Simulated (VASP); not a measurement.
Runs of VASP 6.6.1 on CdTe. It takes space group F-43m (No. 216, cubic). Conventional cell: a = 6.560 Å, b = 6.560 Å, c = 6.560 Å, α = 90.00°, β = 90.00°, γ = 90.00°. Cd (site symmetry -43m) has 4 Te at 2.84 Å within 3.7 Å. Within 3.7 Å of Te (site symmetry -43m) lie 4 Cd at 2.84 Å. 

| level | k mesh | gap on the mesh (eV) | pressure (GPa) |
| --- | --- | --- | --- |
| PBE | 4 × 4 × 4 | (a) | 1.3 |
| PBE0 | 4 × 4 × 4 | 2.12 | 0.0 |
| HSE06 | 4 × 4 × 4 | 1.44 | 0.2 |
| PBE | 8 × 8 × 8 | 0.66 | (b) |
| r2SCAN | 4 × 4 × 4 | (c) | 0.3 |

Alike in all rows: no spin polarisation; cell as given; smearing gaussian 0.01 eV.

**Question.** Estimate the missing entries.

**Answer.** (a) 0.65; (b) 1.1; (c) 1.14.

Caveats: spin-orbit coupling is left out, which moves the levels of the heavy elements; the PAW data sets were made with another functional, which shifts forces and pressure a little (at least some runs); semilocal functionals underestimate gaps, and a narrow one can read as zero (at least some runs).

A k mesh can miss the band edges, and the runs leave out spin-orbit coupling on Cd, Te.
